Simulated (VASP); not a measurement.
A run of VASP 6.6.1:

The input INCAR:

```
SYSTEM = ZrB2
PREC = Accurate
ENCUT = 520
EDIFF = 1E-6
ISMEAR = 0
SIGMA = 0.1
LREAL = .False.
LASPH = .True.
NELM = 60
ALGO = Normal
ISIF = 2
LWAVE = .False.
LCHARG = .False.
GGA = PE
NBANDS = 27
```

The input KPOINTS:

```
regular mesh
0
Gamma
  4 4 4
  0 0 0
```

File POSCAR:

```
ZrB2
1.0
    4.3645325800      0.0000000000      0.0000000000
    0.0000000000      4.3645325800      0.0000000000
    0.0000000000      0.0000000000      3.8710017700
Zr B
2 4
Direct
    0.5000000000      0.5000000000      0.0000000000
    0.0000000000      0.0000000000      0.5000000000
    0.2500000000      0.7500000000      0.7500000000
    0.7500000000      0.2500000000      0.7500000000
    0.7500000000      0.7500000000      0.2500000000
    0.2500000000      0.2500000000      0.2500000000
```

Potentials or basis: VASP PAW PBE potentials, release 64 (Zr_sv, B).

Run with:

```sh
$ cat potpaw_PBE.64/Zr_sv/POTCAR potpaw_PBE.64/B/POTCAR > POTCAR
$ mpirun -np 1 vasp_std > vasp.out
```

Hardware: 1 thread of Intel(R) Xeon(R) Platinum 8259CL CPU @ 2.50GHz (Skylake/Cascade Lake), with other jobs on the host.

**Question.** How long does it take, and how much memory?

**Answer.** Wall time 28 s on 1 thread of Intel(R) Xeon(R) Platinum 8259CL CPU @ 2.50GHz (Skylake/Cascade Lake), with other jobs on the host, peak memory 0.18 GiB. Counts: scf iterations 12, k points 18.
